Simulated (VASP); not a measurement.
# InSb (Fm-3m) in VASP: vibrations by perturbation theory with LDA

Aim: the vibrations by perturbation theory of InSb with LDA.

All numbers are computed with VASP 6.6.1; they aren't measurements. Logs are shortened: lines on timing, memory, paths and dates and some standing lists are left out, and cuts for length are marked.

## 1. The cell of the first run

Symmetry: Fm-3m, No. 225, cubic system. Conventional cell: a = 5.981 Å, b = 5.981 Å, c = 5.981 Å, α = 90.00°, β = 90.00°, γ = 90.00°. In (site symmetry m-3m) has 6 Sb at 2.99 Å within 3.9 Å. Within 3.9 Å of Sb (site symmetry m-3m) lie 6 In at 2.99 Å.

## 2. Vibrations by perturbation theory, LDA

INCAR reads:

```
SYSTEM = InSb
PREC = Accurate
ENCUT = 520
EDIFF = 1E-8
ISMEAR = 0
SIGMA = 0.15
LREAL = .False.
LASPH = .True.
NELM = 80
ALGO = Normal
ISIF = 2
LWAVE = .False.
LCHARG = .True.
GGA = CA
NBANDS = 16
IBRION = 8
NSW = 1
```

KPOINTS reads:

```
regular mesh
0
Gamma
  14 14 14
  0 0 0
```

POSCAR reads:

```
InSb
1.0
    0.0000000000      2.9902672302      2.9902672302
    2.9902672302      0.0000000000      2.9902672302
    2.9902672302      2.9902672302      0.0000000000
In Sb
1 1
Direct
    0.0000000000      0.0000000000      0.0000000000
    0.5000000000      0.5000000000      0.5000000000
```

Potentials or basis: VASP PAW LDA potentials, release 64 (In_d, Sb).

Started as:

```bash
cat potpaw_LDA.64/In_d/POTCAR potpaw_LDA.64/Sb/POTCAR > POTCAR
mpirun -np 1 vasp_std > vasp.out
```

OUTCAR:

```text
SYSTEM = InSb
   PREC = Accurate
   ENCUT = 520
   EDIFF = 1E-8
   ISMEAR = 0
   LREAL = .False.
   LASPH = .True.
   NELM = 80
   ISIF = 2
   GGA = CA
   IBRION = 8
   NSW = 1

 ion  position               nearest neighbor table
   1  0.000  0.000  0.000-   2 2.99   2 2.99   2 2.99   2 2.99   2 2.99   2 2.99
   2  0.500  0.500  0.500-   1 2.99   1 2.99   1 2.99   1 2.99   1 2.99   1 2.99

  LATTYP: Found a face centered cubic cell.
 ALAT       =     5.9805344604

  Lattice vectors:

 A1 = (   0.0000000000,   2.9902672302,   2.9902672302)
 A2 = (   2.9902672302,   0.0000000000,   2.9902672302)
 A3 = (   2.9902672302,   2.9902672302,   0.0000000000)

Analysis of symmetry for initial positions (statically):
=====================================================================
 Subroutine PRICEL returns:
 Original cell was already a primitive cell.

 Routine SETGRP: Setting up the symmetry group for a
 face centered cubic supercell.

 Subroutine GETGRP returns: Found 48 space group operations
 (whereof 48 operations were pure point group operations)
 out of a pool of 48 trial point group operations.

The static configuration has the point symmetry O_h .

Analysis of symmetry for dynamics (positions and initial velocities):
=====================================================================
 Subroutine PRICEL returns:
 Original cell was already a primitive cell.

 Routine SETGRP: Setting up the symmetry group for a
 face centered cubic supercell.

 Subroutine GETGRP returns: Found 48 space group operations
 (whereof 48 operations were pure point group operations)
 out of a pool of 48 trial point group operations.

The dynamic configuration has the point symmetry O_h .

 Subroutine INISYM returns: Found 48 space group operations
 (whereof 48 operations are pure point group operations),
 and found     1 'primitive' translations

----------------------------------------------------------------------------------------

                                     Primitive cell

  volume of cell :      53.4761

  direct lattice vectors                    reciprocal lattice vectors
     0.000000000  2.990267230  2.990267230    -0.167209136  0.167209136  0.167209136
     2.990267230  0.000000000  2.990267230     0.167209136 -0.167209136  0.167209136
     2.990267230  2.990267230  0.000000000     0.167209136  0.167209136 -0.167209136

  length of vectors
     4.228876472  4.228876472  4.228876472     0.289614719  0.289614719  0.289614719

  position of ions in fractional coordinates (direct lattice)
     0.000000000  0.000000000  0.000000000
     0.500000000  0.500000000  0.500000000

  ion indices of the primitive-cell ions
   primitive index   ion index
                 1           1
                 2           2

----------------------------------------------------------------------------------------

 KPOINTS: regular mesh

Automatic generation of k-mesh.
 Grid dimensions read from file:
 generate k-points for:   14   14   14

 Generating k-lattice:

  Cartesian coordinates                     Fractional coordinates (reciprocal lattice)
    -0.011943510  0.011943510  0.011943510     0.071428571  0.000000000  0.000000000
     0.011943510 -0.011943510  0.011943510     0.000000000  0.071428571  0.000000000
     0.011943510  0.011943510 -0.011943510     0.000000000  0.000000000  0.071428571

  Length of vectors
[... 77 lines left out ...]
  Fermi-wavevector in a.u.,A,eV,Ry     =   1.138795  2.152011 17.644780  1.296855
  Thomas-Fermi vector in A             =   2.275499
   LORBIT       =      0    0 simple, 1 ext, 2 COOP (PROOUT), +10 PAW based schemes
   GGA     = CA    functional components
   LHFCALC =     F    Hartree Fock is set to
   AEXX    =    0.0000 exact exchange contribution
   IVDW    =     0    specifies the selected vdW correction
   LEPSILON=     F    determine dielectric tensor
   LRPA    =     F    only Hartree local field effects (RPA)
 non-spin polarized calculation
 Gauss-broadening in eV      SIGMA  =   0.15
  energy-cutoff  :      520.00
  volume of cell :       53.48
 maximum number of plane-waves:      1459
   NGX = 15   NGY = 15   NGZ = 15

--------------------------------------- Ionic step        1  -------------------------------------------

 number of electron      18.0000001 magnetization

 Free energy of the ion-electron system (eV)
  ---------------------------------------------------
  ext. energy  EPLUGINS =         0.00000000
  ---------------------------------------------------
  free energy    TOTEN  =        -8.06049160 eV

  energy without entropy =       -8.04368786  energy(sigma->0) =       -8.05208973

 E-fermi :   7.3577     XC(G=0): -10.3024

 val. band max:        7.3561848340   @ k =   0.4286   0.1429   0.0714
 cond. band min:       7.3747790335   @ k =   0.2143   0.0000   0.0000
 fundamental gap:      0.0185941995
 Fermi energy:         7.3577138457

 k-point     1 :       0.0000    0.0000    0.0000
  band No.  band energies     occupation
      1      -7.0734      2.00000
      2      -7.0734      2.00000
      3      -7.0364      2.00000
      4      -7.0364      2.00000
      5      -7.0364      2.00000
      6      -4.1209      2.00000
[... 433 lines left out ...]
      3      -7.0428      2.00000
      4      -7.0172      2.00000
      5      -7.0122      2.00000
      6      -3.2570      2.00000
[... 8 lines left out ...]
     15      16.0195      0.00000
     16      16.2291      0.00000

 [... further k-points ...]

------------------------ aborting loop because EDIFF is reached ----------------------------------------

  FORCE on cell =-STRESS in cart. coord.  units (eV):
  Direction    XX          YY          ZZ          XY          YZ          ZX
  --------------------------------------------------------------------------------------
  -------------------------------------------------------------------------------------
  Total        0.0223333      0.0223333      0.0223333      0.0000000      0.0000000     -0.0000000
  in kB        0.6691178      0.6691178      0.6691178      0.0000000      0.0000000     -0.0000000
  external PRESSURE =       0.6691178 kB  Pullay stress =       0.0000000 kB

 VOLUME and BASIS-vectors are now :
 -----------------------------------------------------------------------------
  energy-cutoff  :      520.00
  volume of cell :       53.48
      direct lattice vectors                 reciprocal lattice vectors
     0.000000000  2.990267230  2.990267230    -0.167209136  0.167209136  0.167209136
     2.990267230  0.000000000  2.990267230     0.167209136 -0.167209136  0.167209136
     2.990267230  2.990267230  0.000000000     0.167209136  0.167209136 -0.167209136

 POSITION                                       TOTAL-FORCE (eV/Angst)
 -----------------------------------------------------------------------------------
      0.00000      0.00000      0.00000         0.000000     -0.000000      0.000000
      2.99027      2.99027      2.99027        -0.000000      0.000000     -0.000000
 -----------------------------------------------------------------------------------
    total drift:                                0.000000     -0.000000     -0.000000

  FREE ENERGIE OF THE ION-ELECTRON SYSTEM (eV)
  ---------------------------------------------------
  free  energy   TOTEN  =        -8.0604915967 eV

  energy  without entropy=       -8.0436878620  energy(sigma->0) =       -8.05208973

[... ionic steps 2 to 3 ...]

--------------------------------------- Ionic step        4  -------------------------------------------

------------------------ aborting loop because EDIFF is reached ----------------------------------------

[... ionic steps 5 to 6 ...]

--------------------------------------- Ionic step        7  -------------------------------------------

 Free energy of the ion-electron system (eV)
  ---------------------------------------------------
  ---------------------------------------------------
  free energy    TOTEN  =        -0.02602066 eV

  energy without entropy =       -0.02602067

------------------------ aborting loop because EDIFF is reached ----------------------------------------

 INTERNAL STRAIN TENSOR  FOR ION    2  DIRECTION 1   (eV/Angst):
 -----------------------------------------------------------------------------
    -0.04300  0.00000 -0.00000
    -0.00000  0.03015 -0.00000
    -0.00000 -0.00000  0.03015

 INTERNAL STRAIN TENSOR FOR ION    2 for displacements in x,y,z  (eV/Angst):
          X           Y           Z          XY          YZ          ZX
  --------------------------------------------------------------------------------
  x     0.00000     0.00000     0.00000     0.00000     0.00000     0.00000
  y     0.00000     0.00000     0.00000     0.00000     0.00000     0.00000
  z     0.00000     0.00000     0.00000     0.00000     0.00000     0.00000

 SECOND DERIVATIVES (NOT SYMMETRIZED)
 ------------------------------------
               1X          1Y          1Z          2X          2Y          2Z
  1X    -2.794526    0.000000    0.000000    2.794526    0.000000    0.000000
  1Y     0.000000   -2.794526    0.000000    0.000000    2.794526    0.000000
  1Z     0.000000    0.000000   -2.794526    0.000000    0.000000    2.794526
  2X     2.799953    0.000000    0.000000   -2.799953    0.000000    0.000000
  2Y     0.000000    2.799953    0.000000    0.000000   -2.799953    0.000000
  2Z     0.000000    0.000000    2.799953    0.000000    0.000000   -2.799953

 Eigenvectors and eigenvalues of the dynamical matrix
 ----------------------------------------------------

   1 f  =    3.401308 THz    21.371050 2PiTHz  113.455430 cm-1    14.066674 meV
             X         Y         Z           dx          dy          dz
      0.000000  0.000000  0.000000    -0.670791   -0.253381   -0.000000
      2.990267  2.990267  2.990267     0.652053    0.246303   -0.000000
[... 21 lines left out ...]
   6 f/i=    0.001649 THz     0.010362 2PiTHz    0.055009 cm-1     0.006820 meV
             X         Y         Z           dx          dy          dz
      0.000000  0.000000  0.000000    -0.005651   -0.259511   -0.646885
      2.990267  2.990267  2.990267    -0.005814   -0.266969   -0.665474

--------------------------------------------------------------------------------------------------------

 ELASTIC MODULI CONTR FROM IONIC RELAXATION (kBar)
 Direction    XX          YY          ZZ          XY          YZ          ZX
 --------------------------------------------------------------------------------
 XX           0.0000      0.0000      0.0000      0.0000      0.0000      0.0000
 YY           0.0000      0.0000      0.0000      0.0000      0.0000      0.0000
 ZZ           0.0000      0.0000      0.0000      0.0000      0.0000      0.0000
 XY           0.0000      0.0000      0.0000      0.0000      0.0000      0.0000
 YZ           0.0000      0.0000      0.0000      0.0000      0.0000      0.0000
 ZX           0.0000      0.0000      0.0000      0.0000      0.0000      0.0000
 --------------------------------------------------------------------------------
```

Run time: 3.4 min. Hardware: 1 thread of Intel Xeon 6975P-C (Granite Rapids), shared host; peak memory 0.54 GiB.

What came out:

```yaml
Highest_phonon_frequency_at_Γ_LO-TO_splitting_left_out: 113 cm⁻¹
```

Phonon frequencies in cm⁻¹ (negative: imaginary):
```csv
q point,frequencies
"(0.000, 0.000, 0.000)",0 0 0 113 113 113
```

Caveat: spin-orbit coupling is left out, which moves the levels of the heavy elements.
